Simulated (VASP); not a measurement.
# TiN (Fm-3m) in VASP: further runs, part 4 of 4

VASP 6.6.1. The steps go on from the part before.

## Step 7: Electric field gradients, PBE (volume scaled by 1.04)

INCAR

```
SYSTEM = TiN
ALGO = Normal ; EDIFF = 1E-8
ENCUT = 520 ; GGA = PE
ISIF = 2 ; ISMEAR = -1
LASPH = .TRUE. ; LCHARG = .FALSE.
LEFG = .TRUE. ; LREAL = .FALSE.
LWAVE = .FALSE. ; NBANDS = 16
NELM = 60 ; PREC = Accurate
SIGMA = 0.05
```

KPOINTS

```
k-points
0
G
  13 13 13
  0 0 0
```

POSCAR

```
TiN
1.0
    0.0000000000      2.1499242549      2.1499242549
    2.1499242549      0.0000000000      2.1499242549
    2.1499242549      2.1499242549      0.0000000000
Ti N
1 1
Direct
    0.0000000000      0.0000000000      0.0000000000
    0.5000000000      0.5000000000      0.5000000000
```

Potentials or basis: VASP PAW PBE potentials, release 64 (Ti_sv, N).

Run with:

```bash
$ cat potpaw_PBE.64/Ti_sv/POTCAR potpaw_PBE.64/N/POTCAR > POTCAR
$ mpirun -np 1 vasp_std > vasp.out
```

OUTCAR:

```text
SYSTEM = TiN
   EDIFF = 1E-8
   ENCUT = 520
   GGA = PE
   ISIF = 2
   ISMEAR = -1
   LASPH = .TRUE.
   LREAL = .FALSE.
   NELM = 60
   PREC = Accurate

 ion  position               nearest neighbor table
   1  0.000  0.000  0.000-   2 2.15   2 2.15   2 2.15   2 2.15   2 2.15   2 2.15
   2  0.500  0.500  0.500-   1 2.15   1 2.15   1 2.15   1 2.15   1 2.15   1 2.15

  LATTYP: Found a face centered cubic cell.
 ALAT       =     4.2998485098

  Lattice vectors:

 A1 = (   0.0000000000,   2.1499242549,   2.1499242549)
 A2 = (   2.1499242549,   0.0000000000,   2.1499242549)
 A3 = (   2.1499242549,   2.1499242549,   0.0000000000)

Analysis of symmetry for initial positions (statically):
=====================================================================
 Subroutine PRICEL returns:
 Original cell was already a primitive cell.

 Routine SETGRP: Setting up the symmetry group for a
 face centered cubic supercell.

[... 644 lines left out ...]
      direct lattice vectors                 reciprocal lattice vectors
     0.000000000  2.149924255  2.149924255    -0.232566333  0.232566333  0.232566333
     2.149924255  0.000000000  2.149924255     0.232566333 -0.232566333  0.232566333
     2.149924255  2.149924255  0.000000000     0.232566333  0.232566333 -0.232566333

 POSITION                                       TOTAL-FORCE (eV/Angst)
 -----------------------------------------------------------------------------------
      0.00000      0.00000      0.00000         0.000000     -0.000000     -0.000000
      2.14992      2.14992      2.14992        -0.000000      0.000000      0.000000
 -----------------------------------------------------------------------------------
    total drift:                                0.000000     -0.000000     -0.000000

  FREE ENERGIE OF THE ION-ELECTRON SYSTEM (eV)
  ---------------------------------------------------
  free  energy   TOTEN  =       -19.6221926820 eV

  energy  without entropy=      -19.6149116490  energy(sigma->0) =      -19.61855217

 Electric field gradients (V/A^2)
---------------------------------------------------------------------
 ion       V_xx      V_yy      V_zz      V_xy      V_xz      V_yz
---------------------------------------------------------------------
   1      -0.000    -0.000    -0.000     0.001     0.001     0.001
   2      -0.000     0.000     0.000    -0.000    -0.000    -0.000
---------------------------------------------------------------------

 Electric field gradients after diagonalization (V/A^2)
 (convention: |V_zz| > |V_xx| > |V_yy|)
----------------------------------------------------------------------
 ion       V_xx      V_yy      V_zz     asymmetry (V_yy - V_xx)/ V_zz
----------------------------------------------------------------------
   1      -0.001    -0.001     0.001       0.000
   2       0.000     0.000    -0.001       0.000
----------------------------------------------------------------------

           NMR quadrupolar parameters

 Cq : quadrupolar parameter    Cq=e*Q*V_zz/h
 eta: asymmetry parameters     (V_yy - V_xx)/ V_zz
 Q  : nuclear electric quadrupole moment in mb (millibarn)
----------------------------------------------------------------------
 ion       Cq(MHz)       eta       Q (mb)
----------------------------------------------------------------------
   1       0.000       0.000       1.000
   2      -0.000       0.000       1.000
----------------------------------------------------------------------
```

OSZICAR:

```text
N       E                     dE             d eps       ncg     rms          rms(c)
DAV:   1     0.133679403999E+03    0.13368E+03   -0.83141E+03  2704   0.125E+03
DAV:   2    -0.166583610336E+02   -0.15034E+03   -0.14107E+03  3024   0.347E+02
DAV:   3    -0.246763664110E+02   -0.80180E+01   -0.79281E+01  3416   0.825E+01
[... 11 lines left out ...]
DAV:  15    -0.196221928102E+02    0.10640E-06   -0.11284E-06  3672   0.150E-02    0.318E-03
DAV:  16    -0.196221926857E+02    0.12452E-06   -0.28810E-07  3464   0.850E-03    0.120E-03
DAV:  17    -0.196221926679E+02    0.17776E-07   -0.16788E-08  2712   0.101E-03    0.454E-04
DAV:  18    -0.196221926809E+02   -0.13024E-07   -0.21320E-09  1616   0.494E-04    0.515E-05
DAV:  19    -0.196221926820E+02   -0.10384E-08   -0.21206E-10  1416   0.161E-04
   1 F= -.19622193E+02 E0= -.19618552E+02  d E =-.728103E-02
```

stdout:

```text
POSCAR found type information on POSCAR TiN
 POSCAR found :  2 types and       2 ions
 scaLAPACK will be used
 LDA part: xc-table for (Slater+PW92), standard interpolation
 POSCAR, INCAR and KPOINTS ok, starting setup
 FFT: planning ... GRIDC
 FFT: planning ... GRID_SOFT
 FFT: planning ... GRID
 WAVECAR not read
 entering main loop
ion   1

ion   2
```

Run time: 50 s. Hardware: 1 thread of Intel Xeon 8259CL, shared host; peak memory 0.15 GiB.

Results:

```
Free energy : -19.6222 eV
Pressure    : -9.1 GPa
```

Caveat: without QUAD_EFG the Cq values of the log hold for a quadrupole moment of 1 mb, not for the nuclei.

## Step 8: The runs side by side

```csv
cell,gap on the mesh (eV),pressure (GPa)
"a = 2.991 Å, angles 60.0°, 2 atoms",none,3.9
"a = 3.011 Å, angles 60.0°, 2 atoms",none,-1.7
"a = 3.001 Å, angles 60.0°, 2 atoms",none,1.0
"a = 3.021 Å, angles 60.0°, 2 atoms",none,-4.3
"a = 3.040 Å, angles 60.0°, 2 atoms",none,-9.1
```

Alike in all rows: task electric field gradients; level PBE; potentials or basis VASP PAW PBE potentials, release 64 (Ti_sv, N); no spin polarisation; k mesh 13 × 13 × 13; cutoff (eV) 520; smearing fermi-dirac 0.05 eV.

Absolute energies hang on the potentials; compare differences alone.
